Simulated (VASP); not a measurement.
# HC19O in VASP: single point with PBEsol

Aim: the single point of HC19O with PBEsol.

Everything below comes from runs of VASP 6.6.1. Logs are shortened: lines on timing, memory, paths and dates and some standing lists are left out, and cuts for length are marked.

## (1) The cell of the first run

The cell holds a slab with vacuum, 21 atoms: a = 7.398 Å, b = 7.398 Å, c = 11.000 Å, α = 90.00°, β = 90.00°, γ = 120.00°.

## (2) Single point, PBEsol, collinear spin

The input, INCAR:

```
  PREC = Accurate
  ENCUT = 520
  EDIFF = 1E-7
  ISMEAR = -1
  SIGMA = 0.05
  LREAL = Auto
  LASPH = T
  NELM = 150
  ALGO = Normal
  ISIF = 2
  LWAVE = F
  LCHARG = F
  ISPIN = 2
  MAGMOM = 0 0 0 0 0 0 0 0 0 0 0 0 0 0 0 0 0 0 1 0 0
  LORBIT = 11
  GGA = PS
  NBANDS = 62
```

The input, KPOINTS:

```
regular mesh
0
Gamma
  2 2 1
```

The input, POSCAR:

```
HC19O
1.0
    7.3980000000      0.0000000000      0.0000000000
   -3.6990000000      6.4068560000      0.0000000000
    0.0000000000      0.0000000000     11.0000000000
C H O
19 1 1
Direct
    0.0026386147      0.0178729495      0.0702694256
    0.2246441661      0.1284385543      0.0747069777
    0.0032158185      0.3519178308      0.0773729386
    0.2252338109      0.4629421533      0.0770690064
    0.0027227812      0.6853942152      0.0702495177
    0.2246122485      0.7966871932      0.0747139271
    0.3316409118      0.0161161048      0.0800402627
    0.5585483286      0.1296034086      0.1102303209
    0.3362810204      0.3519365733      0.0772363946
    0.5597785325      0.4635811308      0.0748454793
    0.3362703684      0.6849864260      0.0773052583
    0.5597713208      0.7968020600      0.0749356198
    0.6720754941      0.0160684191      0.0804819873
    0.8914185718      0.1284197990      0.0749972195
    0.6721047372      0.3565927181      0.0802214349
    0.8915147562      0.4635813783      0.0748312178
    0.6702964410      0.6855092384      0.0702894992
    0.8919226769      0.7962524360      0.0694209544
    0.3263556636      0.2182855052      0.3633893869
    0.5567162762      0.1303493092      0.2130562906
    0.2088298208      0.2528107969      0.4079732308
```

Potentials or basis: VASP PAW PBE potentials, release 64 (C, H, O).

Launch:

```bash
$ cat potpaw_PBE.64/C/POTCAR potpaw_PBE.64/H/POTCAR potpaw_PBE.64/O/POTCAR > POTCAR
$ mpirun -np 1 vasp_std > vasp.out
```

OUTCAR:

```text
PREC = Accurate
   ENCUT = 520
   EDIFF = 1E-7
   ISMEAR = -1
   LREAL = Auto
   LASPH = T
   NELM = 150
   ISIF = 2
   ISPIN = 2
   LORBIT = 11
   GGA = PS

 ion  position               nearest neighbor table
   1  0.003  0.018  0.070-  18 1.42  14 1.42   2 1.42
   2  0.225  0.128  0.075-   7 1.41   1 1.42   9 1.43
   3  0.003  0.352  0.077-   4 1.42  16 1.43  14 1.43
   4  0.225  0.463  0.077-   3 1.42  11 1.42   9 1.42
   5  0.003  0.685  0.070-  18 1.42  16 1.42   6 1.42
   6  0.225  0.797  0.075-   7 1.41   5 1.42  11 1.43
   7  0.332  0.016  0.080-   2 1.41   6 1.41   8 1.49
   8  0.559  0.130  0.110-  20 1.13  13 1.49   7 1.49  15 1.49
   9  0.336  0.352  0.077-   4 1.42  10 1.43   2 1.43
  10  0.560  0.464  0.075-  15 1.41  17 1.42   9 1.43
  11  0.336  0.685  0.077-   4 1.42   6 1.43  12 1.43
  12  0.560  0.797  0.075-  13 1.41  17 1.42  11 1.43
  13  0.672  0.016  0.080-  12 1.41  14 1.41   8 1.49
  14  0.891  0.128  0.075-  13 1.41   1 1.42   3 1.43
  15  0.672  0.357  0.080-  10 1.41  16 1.41   8 1.49
  16  0.892  0.464  0.075-  15 1.41   5 1.42   3 1.43
  17  0.670  0.686  0.070-  18 1.42  12 1.42  10 1.42
  18  0.892  0.796  0.069-   1 1.42  17 1.42   5 1.42
  19  0.326  0.218  0.363-  21 1.13
  20  0.557  0.130  0.213-   8 1.13
  21  0.209  0.253  0.408-  19 1.13

  LATTYP: Found a hexagonal cell.
 ALAT       =     7.3980000000
 C/A-ratio  =     1.4868883482

  Lattice vectors:

 A1 = (   7.3980000000,   0.0000000000,   0.0000000000)
 A2 = (  -3.6990000000,   6.4068560000,   0.0000000000)
 A3 = (   0.0000000000,   0.0000000000,  11.0000000000)

Analysis of symmetry for initial positions (statically):
=====================================================================
 Subroutine PRICEL returns:
 Original cell was already a primitive cell.

 Routine SETGRP: Setting up the symmetry group for a
 hexagonal supercell.

 Subroutine GETGRP returns: Found  1 space group operations
 (whereof  1 operations were pure point group operations)
 out of a pool of 24 trial point group operations.

The static configuration has the point symmetry C_1 .

Analysis of symmetry for dynamics (positions and initial velocities):
=====================================================================
 Subroutine PRICEL returns:
 Original cell was already a primitive cell.

 Routine SETGRP: Setting up the symmetry group for a
 hexagonal supercell.

 Subroutine GETGRP returns: Found  1 space group operations
 (whereof  1 operations were pure point group operations)
 out of a pool of 24 trial point group operations.

The dynamic configuration has the point symmetry C_1 .

Analysis of structural, dynamic, and magnetic symmetry:
=====================================================================
 Subroutine PRICEL returns:
 Original cell was already a primitive cell.

 Routine SETGRP: Setting up the symmetry group for a
 hexagonal supercell.

 Subroutine GETGRP returns: Found  1 space group operations
 (whereof  1 operations were pure point group operations)
 out of a pool of 24 trial point group operations.

The overall configuration has the point symmetry C_1 .

 Subroutine INISYM returns: Found  1 space group operations
 (whereof  1 operations are pure point group operations),
 and found     1 'primitive' translations

----------------------------------------------------------------------------------------

                                     Primitive cell

  volume of cell :     521.3771

  direct lattice vectors                    reciprocal lattice vectors
     7.398000000  0.000000000  0.000000000     0.135171668  0.078041398  0.000000000
    -3.699000000  6.406856000  0.000000000     0.000000000  0.156082796  0.000000000
     0.000000000  0.000000000 11.000000000     0.000000000  0.000000000  0.090909091

  length of vectors
     7.398000000  7.398000054 11.000000000     0.156082797  0.156082796  0.090909091

  position of ions in fractional coordinates (direct lattice)
     0.002638615  0.017872950  0.070269426
     0.224644166  0.128438554  0.074706978
     0.003215819  0.351917831  0.077372939
     0.225233811  0.462942153  0.077069006
     0.002722781  0.685394215  0.070249518
     0.224612249  0.796687193  0.074713927
[... 13 lines left out ...]
     0.556716276  0.130349309  0.213056291
     0.208829821  0.252810797  0.407973231

  ion indices of the primitive-cell ions
   primitive index   ion index
                 1           1
                 2           2
                 3           3
                 4           4
                 5           5
                 6           6
[... 13 lines left out ...]
                20          20
                21          21

----------------------------------------------------------------------------------------

 KPOINTS: regular mesh

Automatic generation of k-mesh.
 Grid dimensions read from file:
 generate k-points for:    2    2    1

 Generating k-lattice:

  Cartesian coordinates                     Fractional coordinates (reciprocal lattice)
     0.067585834  0.039020699  0.000000000     0.500000000 -0.000000000  0.000000000
     0.000000000  0.078041398  0.000000000     0.000000000  0.500000000  0.000000000
     0.000000000  0.000000000  0.090909091     0.000000000  0.000000000  1.000000000

  Length of vectors
     0.078041399  0.078041398  0.090909091

  Shift w.r.t. Gamma in fractional coordinates (k-lattice)
     0.000000000  0.000000000  0.000000000

 Subroutine IBZKPT returns following result:
 ===========================================

 Found      4 irreducible k-points:

 Following reciprocal coordinates:
            Coordinates               Weight
  0.000000  0.000000  0.000000      1.000000
  0.500000 -0.000000  0.000000      1.000000
  0.000000  0.500000  0.000000      1.000000
  0.500000  0.500000  0.000000      1.000000
   k-points           NKPTS =      4   k-points in BZ     NKDIM =      4   number of bands    NBANDS=     62
   number of dos      NEDOS =    301   number of ions     NIONS =     21
   total plane-waves  NPLWV = 263424
   dimension x,y,z NGX =    56 NGY =   56 NGZ =   84
   dimension x,y,z NGXF=   112 NGYF=  112 NGZF=  168
   ions per type =              19   1   1
   NGX,Y,Z   is equivalent  to a cutoff of  12.58, 12.58, 12.70 a.u.
   NGXF,Y,Z  is equivalent  to a cutoff of  25.17, 25.17, 25.39 a.u.
 SYSTEM =  unknown system
   PREC   = accura    normal or accurate (medium, high low for compatibility)
   ISTART =      0    job   : 0-new  1-cont  2-samecut
   ICHARG =      2    charge: 1-file 2-atom 10-const
   ISPIN  =      2    spin polarized calculation?
   LNONCOLLINEAR =      F non collinear calculations
   LSORBIT =      F    spin-orbit coupling
   LASPH  =      T    aspherical Exc in radial PAW
   ENCUT  =  520.0 eV  38.22 Ry    6.18 a.u.  13.76 13.76 20.45*2*pi/ulx,y,z
   NELM   =    150;   NELMIN=  2; NELMDL= -5     # of ELM steps
   EDIFF  = 0.1E-06   stopping-criterion for ELM
   LREAL  =      T    real-space projection
   EDIFFG = 0.1E-05   stopping-criterion for IOM
   NSW    =      0    number of steps for IOM
   IBRION =     -1    ionic relax: 0-MD 1-quasi-New 2-CG
   NFREE  =      0    steps in history (QN), initial steepest desc. (CG)
   ISIF   =      2    stress and relaxation
   ISYM   =      2    0-nonsym 1-usesym 2-fastsym
   POTIM  = 0.5000    time-step for ionic-motion
   TEBEG  =    0.0;   TEEND  =   0.0 temperature during run
   PSTRESS=    0.0 pullay stress
   NELECT =      83.0000    total number of electrons
   NUPDOWN=      -1.0000    fix difference up-down
   EMIN   =  10.00;   EMAX   =-10.00  energy-range for DOS
   EFERMI =   0.00;   METHOD = LEGACY
   ISMEAR =    -1;   SIGMA  =   0.05  broadening in eV -4-tet -1-fermi 0-gaus
   EFERMI_NEDOS =   21; number of points for ismear=-14 and -15
   IALGO  =     38    algorithm
   IMIX   =      4    mixing-type and parameters
     AMIX     =   0.40;   BMIX     =  1.00
     AMIX_MAG =   1.60;   BMIX_MAG =  1.00
  volume/ion in A,a.u.               =      24.83       167.54
  Fermi-wavevector in a.u.,A,eV,Ry     =   0.887259  1.676676 10.710884  0.787228
  Thomas-Fermi vector in A             =   2.008533
   LORBIT       =     11    0 simple, 1 ext, 2 COOP (PROOUT), +10 PAW based schemes
   GGA     = PS    functional components
   LHFCALC =     F    Hartree Fock is set to
   AEXX    =    0.0000 exact exchange contribution
   IVDW    =     0    specifies the selected vdW correction
   LEPSILON=     F    determine dielectric tensor
   LRPA    =     F    only Hartree local field effects (RPA)
 spin polarized calculation
  energy-cutoff  :      520.00
  volume of cell :      521.38
 maximum number of plane-waves:     14099
 NGX is ok and might be reduce to    56
   NGX = 27   NGY = 27   NGZ = 41

 number of electron      83.0000001 magnetization       1.0364727

 Free energy of the ion-electron system (eV)
  ---------------------------------------------------
  ext. energy  EPLUGINS =         0.00000000
  ---------------------------------------------------
  free energy    TOTEN  =      -190.43940833 eV

  energy without entropy =     -190.41775756  energy(sigma->0) =     -190.42858294

 E-fermi :  -1.1106     XC(G=0):  -4.6074

 val. band max:       -1.2190156715   @ k =   0.0000   0.0000   0.0000
 cond. band min:      -1.0523036578   @ k =   0.0000   0.0000   0.0000
 fundamental gap:      0.1667120137
 Fermi energy:        -1.1105644864

 spin component 1

 k-point     1 :       0.0000    0.0000    0.0000
  band No.  band energies     occupation
      1     -26.3575      1.00000
      2     -20.6606      1.00000
      3     -18.1230      1.00000
      4     -18.1121      1.00000
      5     -18.1118      1.00000
      6     -18.0740      1.00000
[... 45 lines left out ...]
     52       3.6697      0.00000
     53       3.7012      0.00000
[... 166 lines left out ...]
     52       4.1006      0.00000
     53       4.2401      0.00000
 Fermi energy:        -1.1105644864

 spin component 2

 k-point     1 :       0.0000    0.0000    0.0000
  band No.  band energies     occupation
      1     -26.3562      1.00000
      2     -20.5896      1.00000
      3     -18.0554      1.00000
      4     -18.0547      1.00000
      5     -18.0291      1.00000
      6     -17.9940      1.00000
[... 45 lines left out ...]
     52       3.8256      0.00000
     53       3.8699      0.00000
[... 166 lines left out ...]
     52       4.1687      0.00000
     53       4.2738      0.00000
 [bands above 53 left out]

------------------------ aborting loop because EDIFF is reached ----------------------------------------

  FORCE on cell =-STRESS in cart. coord.  units (eV):
  Direction    XX          YY          ZZ          XY          YZ          ZX
  --------------------------------------------------------------------------------------
  -------------------------------------------------------------------------------------
  Total        0.9732236      0.1994739      0.1402186     -0.1105878      0.1057499     -0.4344241
  in kB        2.9906890      0.6129778      0.4308879     -0.3398332      0.3249663     -1.3349732
  external PRESSURE =       1.3448516 kB  Pullay stress =       0.0000000 kB

 VOLUME and BASIS-vectors are now :
 -----------------------------------------------------------------------------
  energy-cutoff  :      520.00
  volume of cell :      521.38
      direct lattice vectors                 reciprocal lattice vectors
     7.398000000  0.000000000  0.000000000     0.135171668  0.078041398  0.000000000
    -3.699000000  6.406856000  0.000000000     0.000000000  0.156082796  0.000000000
     0.000000000  0.000000000 11.000000000     0.000000000  0.000000000  0.090909091

 POSITION                                       TOTAL-FORCE (eV/Angst)
 -----------------------------------------------------------------------------------
     -0.04659      0.11451      0.77296         0.011537     -0.003721     -0.002221
      1.18682      0.82289      0.82178        -0.005900      0.009159      0.001344
     -1.27795      2.25469      0.85110        -0.007111     -0.005109      0.002397
     -0.04614      2.96600      0.84776         0.007416      0.003874     -0.001866
     -2.51513      4.39122      0.77274         0.004782      0.005864     -0.004768
     -1.28526      5.10426      0.82185         0.020963     -0.008255     -0.000300
[... 13 lines left out ...]
      3.63642      0.83513      2.34362         0.000986      0.002824      0.035599
      0.60978      1.61972      4.48771        -0.908981      0.201822      0.446942
 -----------------------------------------------------------------------------------
    total drift:                               -0.014143     -0.001931      0.009751

  FREE ENERGIE OF THE ION-ELECTRON SYSTEM (eV)
  ---------------------------------------------------
  free  energy   TOTEN  =      -190.4394083272 eV

  energy  without entropy=     -190.4177575627  energy(sigma->0) =     -190.42858294

 total charge

# of ion       s       p       d       tot
------------------------------------------
    1        0.860   1.786   0.000   2.645
    2        0.859   1.789   0.000   2.648
    3        0.855   1.775   0.000   2.630
    4        0.858   1.783   0.000   2.641
    5        0.860   1.786   0.000   2.645
    6        0.858   1.790   0.000   2.649
[... 13 lines left out ...]
   20        0.595   0.041   0.000   0.635
   21        1.626   3.546   0.000   5.173
--------------------------------------------------
tot         18.670  37.143   0.000  55.813

 magnetization (x)

# of ion       s       p       d       tot
------------------------------------------
    1        0.003   0.050   0.000   0.053
    2       -0.004  -0.042   0.000  -0.046
    3        0.006   0.104   0.000   0.110
    4       -0.004  -0.030   0.000  -0.033
    5        0.003   0.050   0.000   0.053
    6       -0.004  -0.042   0.000  -0.046
[... 13 lines left out ...]
   20        0.048  -0.000   0.000   0.047
   21        0.000   0.001   0.000   0.001
--------------------------------------------------
tot          0.063   0.484   0.000   0.547
```

It took 8.2 min on 1 thread of Intel Xeon 6975P-C (Granite Rapids), shared host; peak memory 0.8 GiB.

What came out:

```yaml
Free_energy: -190.4394 eV
Largest_force: 1.033 eV/Å
Band_gap_on_the_k_mesh: 0.17 eV
Net_moment: 1.04 μB per cell
Site_moments: C +0.05, -0.05, +0.11, -0.03, +0.12, -0.01, -0.02, +0.00 (each value once); H +0.05; O +0.00 μB
Valence_electrons_inside_the_program's_atomic_spheres: C 2.65, 2.63, 2.64, 2.62, 2.49 (each value once); H 0.64; O 5.17
```

Forces on the atoms (eV/Å):
```
C    0.012 -0.004 -0.002
C   -0.006  0.009  0.001
C   -0.007 -0.005  0.002
C    0.007  0.004 -0.002
C    0.005  0.006 -0.005
C    0.021 -0.008  0.000
C    0.009  0.001  0.000
C   -0.005 -0.006 -0.005
C    0.011  0.005 -0.004
C   -0.009  0.006  0.000
C   -0.007  0.014  0.005
C   -0.001 -0.019 -0.010
C   -0.009  0.007  0.005
C    0.001  0.008 -0.006
C   -0.011 -0.002 -0.002
C    0.002 -0.009  0.000
C    0.001 -0.006  0.000
C   -0.009 -0.004 -0.011
C    0.904 -0.202 -0.448
H    0.001  0.003  0.036
O   -0.909  0.202  0.447
```

Levels at points of the mesh, in eV from the valence-band top:
Spin up:
```tsv
k point	band 38	band 39	band 40	band 41	band 42	band 43	band 44	band 45	band 46	band 47
(0.00, 0.00, 0.00)	-2.91	-2.90	-1.80	-0.13	-0.12	0.17	2.10	2.13	2.33	3.35
(0.50, 0.00, 0.00)	-2.65	-2.64	-2.60	-2.39	-0.04	1.83	2.07	2.12	2.49	2.54
(0.00, 0.50, 0.00)	-2.65	-2.65	-2.59	-2.40	-0.04	1.79	2.07	2.19	2.49	2.55
(0.50, 0.50, 0.00)	-2.65	-2.64	-2.59	-2.39	-0.05	1.80	2.09	2.21	2.50	2.53
```
Spin down:
```tsv
k point	band 38	band 39	band 40	band 41	band 42	band 43	band 44	band 45
(0.00, 0.00, 0.00)	-2.87	-2.86	-1.64	0.00	0.32	0.33	2.11	2.14
(0.50, 0.00, 0.00)	-2.51	-2.49	-2.47	-2.28	0.47	1.92	2.08	2.17
(0.00, 0.50, 0.00)	-2.50	-2.49	-2.47	-2.28	0.47	1.87	2.08	2.23
(0.50, 0.50, 0.00)	-2.51	-2.48	-2.47	-2.28	0.46	1.89	2.10	2.25
```

Caveat: the k points lie up to 0.49 Å⁻¹ apart; the PAW data sets were made with another functional, which shifts forces and pressure a little.
